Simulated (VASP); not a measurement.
**Ta2Si: single point with LDA**

Ta2Si:

```
Ta Si
1.0
    -3.04629    3.04629    2.50472
     3.04629   -3.04629    2.50472
     3.04629    3.04629   -2.50472
Ta Si
4 2
Direct
  0.66295 0.83705 0.50000
  0.83705 0.33705 0.17411
  0.33705 0.16295 0.50000
  0.16295 0.66295 0.82589
  0.25000 0.25000 0.00000
  0.75000 0.75000 0.00000
```

| Item | Value |
| --- | --- |
| Program | VASP 6.6.1 |
| Task | single point |
| Functional | LDA |
| Potentials or basis | VASP PAW LDA potentials, release 64 (Ta_pv, Si) |
| Cutoff | 520 eV |
| k mesh | 10 × 10 × 10 |
| Occupations | gaussian, width 0.1 eV |
| Spin | no spin polarisation |
| Dipole correction | no |
| Further INCAR settings | ALGO = Fast; EDIFF = 1e-06; NBANDS = 35 |

The pressure is 0.9 GPa, the largest force is 0.006 eV/Å and the band gap on the k mesh is zero (band 26 reaches 8.13 eV, above the bottom of band 27 at 7.38 eV).

Forces in eV/Å, atoms in the order of the input:
```
Ta   0.004 -0.004  0.000
Ta   0.004  0.004  0.000
Ta  -0.004  0.004  0.000
Ta  -0.004 -0.004  0.000
Si   0.000  0.000  0.000
Si   0.000  0.000  0.000
```

Levels at points of the mesh, in eV from the Fermi level:
| k point | band 24 | band 25 | band 26 | band 27 | band 28 | band 29 |
| --- | --- | --- | --- | --- | --- | --- |
| (0.00, 0.00, 0.00) | -2.00 | 0.16 | 0.19 | 0.91 | 1.33 | 1.33 |
| (0.50, 0.00, 0.00) | -2.04 | -0.99 | -0.99 | 0.67 | 0.67 | 1.93 |
| (0.50, 0.50, 0.00) | -1.41 | -0.25 | 0.02 | 0.05 | 0.66 | 1.35 |
| (0.50, 0.50, 0.50) | -1.07 | -1.03 | -1.03 | -0.26 | 0.18 | 0.70 |

Wall time 3.8 min on 1 thread of Intel(R) Xeon(R) 6975P-C (Granite Rapids) (shared host), peak memory 0.37 GiB.

Caveat: spin-orbit coupling is left out, which moves the levels of the heavy elements.
